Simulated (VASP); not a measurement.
# O (Im-3m) in VASP: single point with LDA

Aim: the single point of O with LDA.

Program: VASP 6.6.1. These are calculated values, not measurements. Logs are shortened: lines on timing, memory, paths and dates and some standing lists are left out, and cuts for length are marked.

### 1 The cell of the first run

It takes space group Im-3m (No. 229, cubic). The conventional cell has a = 2.411 Å, b = 2.411 Å, c = 2.411 Å, α = 90.00°, β = 90.00°, γ = 90.00°. Within 2.8 Å of O (site symmetry m-3m) lie 14 O at 2.09 to 2.41 Å.

### 2 Single point, LDA

Input file INCAR:

```
PREC = Accurate ; ENCUT = 520
EDIFF = 1E-7 ; ISMEAR = -1
SIGMA = 0.13605693000000002 ; LREAL = False
LASPH = True ; NELM = 80
ALGO = Normal ; ISIF = 2
LWAVE = False ; LCHARG = False
NBANDS = 9
```

Input file KPOINTS:

```
Automatic mesh
0
Gamma
  18 18 18
```

Input file POSCAR:

```
O
1.0
   -1.2055300320      1.2055300320      1.2055300320
    1.2055300320     -1.2055300320      1.2055300320
    1.2055300320      1.2055300320     -1.2055300320
O
1
Direct
    0.0000000000      0.0000000000      0.0000000000
```

Potentials or basis: VASP PAW LDA potentials, release 64 (O).

On the command line:

```console
$ cat potpaw_LDA.64/O/POTCAR > POTCAR
$ mpirun -np 1 vasp_std > vasp.out
```

OUTCAR:

```text
PREC = Accurate
   ENCUT = 520
   EDIFF = 1E-7
   ISMEAR = -1
   LREAL = False
   LASPH = True
   NELM = 80
   ISIF = 2

 ion  position               nearest neighbor table
   1  0.000  0.000  0.000-

  LATTYP: Found a body centered cubic cell.
 ALAT       =     2.4110600640

  Lattice vectors:

 A1 = (  -1.2055300320,   1.2055300320,   1.2055300320)
 A2 = (   1.2055300320,  -1.2055300320,   1.2055300320)
 A3 = (   1.2055300320,   1.2055300320,  -1.2055300320)

Analysis of symmetry for initial positions (statically):
=====================================================================
 Subroutine PRICEL returns:
 Original cell was already a primitive cell.

 Routine SETGRP: Setting up the symmetry group for a
 body centered cubic supercell.

 Subroutine GETGRP returns: Found 48 space group operations
 (whereof 48 operations were pure point group operations)
 out of a pool of 48 trial point group operations.

The static configuration has the point symmetry O_h .

Analysis of symmetry for dynamics (positions and initial velocities):
=====================================================================
 Subroutine PRICEL returns:
 Original cell was already a primitive cell.

 Routine SETGRP: Setting up the symmetry group for a
 body centered cubic supercell.

 Subroutine GETGRP returns: Found 48 space group operations
 (whereof 48 operations were pure point group operations)
 out of a pool of 48 trial point group operations.

The dynamic configuration has the point symmetry O_h .

 Subroutine INISYM returns: Found 48 space group operations
 (whereof 48 operations are pure point group operations),
 and found     1 'primitive' translations

----------------------------------------------------------------------------------------

                                     Primitive cell

  volume of cell :       7.0080

  direct lattice vectors                    reciprocal lattice vectors
    -1.205530032  1.205530032  1.205530032     0.000000000  0.414755325  0.414755325
     1.205530032 -1.205530032  1.205530032     0.414755325  0.000000000  0.414755325
     1.205530032  1.205530032 -1.205530032     0.414755325  0.414755325  0.000000000

  length of vectors
     2.088039265  2.088039265  2.088039265     0.586552605  0.586552605  0.586552605

  position of ions in fractional coordinates (direct lattice)
     0.000000000  0.000000000  0.000000000

  ion indices of the primitive-cell ions
   primitive index   ion index
                 1           1

----------------------------------------------------------------------------------------

 KPOINTS: Automatic mesh

Automatic generation of k-mesh.
 Grid dimensions read from file:
 generate k-points for:   18   18   18

 Generating k-lattice:

  Cartesian coordinates                     Fractional coordinates (reciprocal lattice)
     0.000000000  0.023041962  0.023041962     0.055555556  0.000000000  0.000000000
     0.023041962  0.000000000  0.023041962     0.000000000  0.055555556  0.000000000
     0.023041962  0.023041962  0.000000000     0.000000000  0.000000000  0.055555556

  Length of vectors
     0.032586256  0.032586256  0.032586256

  Shift w.r.t. Gamma in fractional coordinates (k-lattice)
     0.000000000  0.000000000  0.000000000

 Subroutine IBZKPT returns following result:
 ===========================================

 Found    195 irreducible k-points:

 Following reciprocal coordinates:
            Coordinates               Weight
  0.000000  0.000000  0.000000      1.000000
  0.055556  0.000000  0.000000     12.000000
  0.111111  0.000000  0.000000     12.000000
  0.166667  0.000000  0.000000     12.000000
  0.222222  0.000000  0.000000     12.000000
  0.277778  0.000000  0.000000     12.000000
[... 16 lines left out ...]
  0.333333  0.111111 -0.000000     48.000000
  0.388889  0.111111  0.000000     48.000000
 [... further k-points ...]
   k-points           NKPTS =    195   k-points in BZ     NKDIM =    195   number of bands    NBANDS=      9
   number of dos      NEDOS =    301   number of ions     NIONS =      1
   total plane-waves  NPLWV =   4096
   dimension x,y,z NGX =    16 NGY =   16 NGZ =   16
   dimension x,y,z NGXF=    32 NGYF=   32 NGZF=   32
   ions per type =               1
   NGX,Y,Z   is equivalent  to a cutoff of  12.74, 12.74, 12.74 a.u.
   NGXF,Y,Z  is equivalent  to a cutoff of  25.48, 25.48, 25.48 a.u.
 SYSTEM =  unknown system
   PREC   = accura    normal or accurate (medium, high low for compatibility)
   ISTART =      0    job   : 0-new  1-cont  2-samecut
   ICHARG =      2    charge: 1-file 2-atom 10-const
   ISPIN  =      1    spin polarized calculation?
   LNONCOLLINEAR =      F non collinear calculations
   LSORBIT =      F    spin-orbit coupling
   LASPH  =      T    aspherical Exc in radial PAW
   ENCUT  =  520.0 eV  38.22 Ry    6.18 a.u.   3.88  3.88  3.88*2*pi/ulx,y,z
   NELM   =     80;   NELMIN=  2; NELMDL= -5     # of ELM steps
   EDIFF  = 0.1E-06   stopping-criterion for ELM
   LREAL  =      F    real-space projection
   EDIFFG = 0.1E-05   stopping-criterion for IOM
   NSW    =      0    number of steps for IOM
   IBRION =     -1    ionic relax: 0-MD 1-quasi-New 2-CG
   NFREE  =      0    steps in history (QN), initial steepest desc. (CG)
   ISIF   =      2    stress and relaxation
   ISYM   =      2    0-nonsym 1-usesym 2-fastsym
   POTIM  = 0.5000    time-step for ionic-motion
   TEBEG  =    0.0;   TEEND  =   0.0 temperature during run
   PSTRESS=    0.0 pullay stress
   NELECT =       6.0000    total number of electrons
   NUPDOWN=      -1.0000    fix difference up-down
   EMIN   =  10.00;   EMAX   =-10.00  energy-range for DOS
   EFERMI =   0.00;   METHOD = LEGACY
   ISMEAR =    -1;   SIGMA  =   0.14  broadening in eV -4-tet -1-fermi 0-gaus
   EFERMI_NEDOS =   21; number of points for ismear=-14 and -15
   IALGO  =     38    algorithm
   IMIX   =      4    mixing-type and parameters
     AMIX     =   0.40;   BMIX     =  1.00
     AMIX_MAG =   1.60;   BMIX_MAG =  1.00
  volume/ion in A,a.u.               =       7.01        47.29
  Fermi-wavevector in a.u.,A,eV,Ry     =   1.554511  2.937600 32.878552  2.416505
  Thomas-Fermi vector in A             =   2.658587
   LORBIT       =      0    0 simple, 1 ext, 2 COOP (PROOUT), +10 PAW based schemes
   GGA     = CA    functional components
   LHFCALC =     F    Hartree Fock is set to
   AEXX    =    0.0000 exact exchange contribution
   IVDW    =     0    specifies the selected vdW correction
   LEPSILON=     F    determine dielectric tensor
   LRPA    =     F    only Hartree local field effects (RPA)
 non-spin polarized calculation
  energy-cutoff  :      520.00
  volume of cell :        7.01
 maximum number of plane-waves:       201
   NGX =  7   NGY =  7   NGZ =  7

 number of electron       5.9999999 magnetization

 Free energy of the ion-electron system (eV)
  ---------------------------------------------------
  ext. energy  EPLUGINS =         0.00000000
  ---------------------------------------------------
  free energy    TOTEN  =        -3.33322798 eV

  energy without entropy =       -3.28644683  energy(sigma->0) =       -3.30983740

 E-fermi :   3.5017     XC(G=0): -13.3815

 val. band max:        3.4733578099   @ k =   0.2222   0.1667   0.1111
 cond. band min:       3.5104035710   @ k =   0.2778   0.0556   0.0556
 fundamental gap:      0.0370457610
 Fermi energy:         3.5016945281

 k-point     1 :       0.0000    0.0000    0.0000
  band No.  band energies     occupation
      1     -18.9852      2.00000
      2       5.6507      0.00000
      3       5.6507      0.00000
      4       5.6507      0.00000
      5      24.1134      0.00000
      6      40.9441      0.00000
      7      40.9441      0.00000
      8      40.9441      0.00000
      9      44.9550      0.00000

 k-point     2 :       0.0556    0.0000    0.0000
  band No.  band energies     occupation
      1     -18.8733      2.00000
      2       5.3826      0.00000
      3       5.5686      0.00000
      4       5.6383      0.00000
      5      24.2815      0.00000
      6      39.8350      0.00000
      7      40.0199      0.00000
      8      41.2651      0.00000
      9      43.5025      0.00000

 k-point     3 :       0.1111    0.0000    0.0000
  band No.  band energies     occupation
      1     -18.5415      2.00000
      2       4.6152      0.00056
      3       5.3356      0.00000
      4       5.6012      0.00000
      5      24.7332      0.00000
      6      36.9991      0.00000
      7      38.2372      0.00000
      8      42.2035      0.00000
      9      42.9559      0.00000

 k-point     4 :       0.1667    0.0000    0.0000
  band No.  band energies     occupation
      1     -17.9984      2.00000
      2       3.4420      1.21576
      3       4.9913      0.00004
      4       5.5435      0.00000
      5      25.3251      0.00000
      6      34.1906      0.00000
      7      36.4239      0.00000
      8      42.0408      0.00000
      9      43.7026      0.00000
[... 205 lines left out ...]
 k-point    22 :       0.2778    0.1111    0.0000
  band No.  band energies     occupation
      1     -15.0836      2.00000
      2      -1.2446      2.00000
      3       3.3028      1.62374
      4       4.9576      0.00005
      5      26.0117      0.00000
      6      29.9540      0.00000
      7      31.8709      0.00000
      8      42.1702      0.00000
      9      49.6498      0.00000

 k-point    23 :       0.3333    0.1111   -0.0000
  band No.  band energies     occupation
      1     -14.1015      2.00000
      2      -2.6373      2.00000
      3       2.9165      1.97326
      4       4.8740      0.00008
      5      25.3612      0.00000
      6      30.2365      0.00000
      7      31.3186      0.00000
      8      42.4938      0.00000
      9      51.0428      0.00000

 k-point    24 :       0.3889    0.1111    0.0000
  band No.  band energies     occupation
      1     -13.3141      2.00000
      2      -3.6939      2.00000
      3       2.6738      1.99546
      4       4.8192      0.00012
      5      24.8831      0.00000
      6      30.5515      0.00000
      7      30.9821      0.00000
      8      42.7844      0.00000
      9      51.9255      0.00000

 [... further k-points ...]

------------------------ aborting loop because EDIFF is reached ----------------------------------------

  FORCE on cell =-STRESS in cart. coord.  units (eV):
  Direction    XX          YY          ZZ          XY          YZ          ZX
  --------------------------------------------------------------------------------------
  -------------------------------------------------------------------------------------
  Total        0.0532574      0.0532574      0.0532574     -0.0000000      0.0000000     -0.0000000
  in kB       12.1757666     12.1757666     12.1757666     -0.0000000      0.0000000     -0.0000000
  external PRESSURE =      12.1757666 kB  Pullay stress =       0.0000000 kB

 VOLUME and BASIS-vectors are now :
 -----------------------------------------------------------------------------
  energy-cutoff  :      520.00
  volume of cell :        7.01
      direct lattice vectors                 reciprocal lattice vectors
    -1.205530032  1.205530032  1.205530032     0.000000000  0.414755325  0.414755325
     1.205530032 -1.205530032  1.205530032     0.414755325  0.000000000  0.414755325
     1.205530032  1.205530032 -1.205530032     0.414755325  0.414755325  0.000000000

 POSITION                                       TOTAL-FORCE (eV/Angst)
 -----------------------------------------------------------------------------------
      0.00000      0.00000      0.00000        -0.000000     -0.000000      0.000000
 -----------------------------------------------------------------------------------
    total drift:                                0.000000      0.000000     -0.000000

  FREE ENERGIE OF THE ION-ELECTRON SYSTEM (eV)
  ---------------------------------------------------
  free  energy   TOTEN  =        -3.3332279807 eV

  energy  without entropy=       -3.2864468261  energy(sigma->0) =       -3.30983740
```

Wall time 9.3 s (1 thread of AMD EPYC 7R13 (Zen 3), shared host); peak memory 0.08 GiB.

What came out:

- Free energy: -3.3332 eV
- Pressure: 1.2 GPa
- Band gap on the k mesh: zero (band 3 reaches 5.65 eV, above the bottom of band 4 at -0.01 eV)
